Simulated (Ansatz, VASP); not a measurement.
## Two plane-wave programs on GaAs

```
CELL_PARAMETERS angstrom
0.00000 2.78864 2.78864
2.78864 0.00000 2.78864
2.78864 2.78864 0.00000
ATOMIC_POSITIONS crystal
As 0.75000 0.75000 0.75000
Ga 0.00000 0.00000 0.00000
```

Alike in both runs: task single point; functional r2SCAN50; k mesh 4 × 4 × 4; occupations fermi-dirac, width 0.05 eV; no spin polarisation.

|  | VASP | Ansatz |
| --- | --- | --- |
| version | VASP 6.6.1 | Ansatz 0.2.0 |
| potentials or method | VASP PAW PBE potentials, release 64 (As, Ga_d) | Ansatz PAW |
| plane-wave cutoff (eV) | 520 | 500 |
| valence electrons in the cell | 18 | 28 |

VASP gave:

- gap on the k mesh at the Fermi level (eV): 4.19
- least direct gap on the mesh (eV): 4.34
- pressure (GPa): 1.5

Q: Which values does Ansatz return?

A: gap on the k mesh at the Fermi level (eV): 4.07; least direct gap on the mesh (eV): 4.24; pressure (GPa): 2.2.

VASP's potentials were made for PBE, not for r2SCAN50. With one functional, cell and mesh, what is left measures potentials, basis and numerics. VASP's potentials hold 18 valence electrons a cell and Ansatz's 28, so a difference there can come from the potentials and not from the codes.

The k mesh is coarse, so the values compare programs but aren't converged.
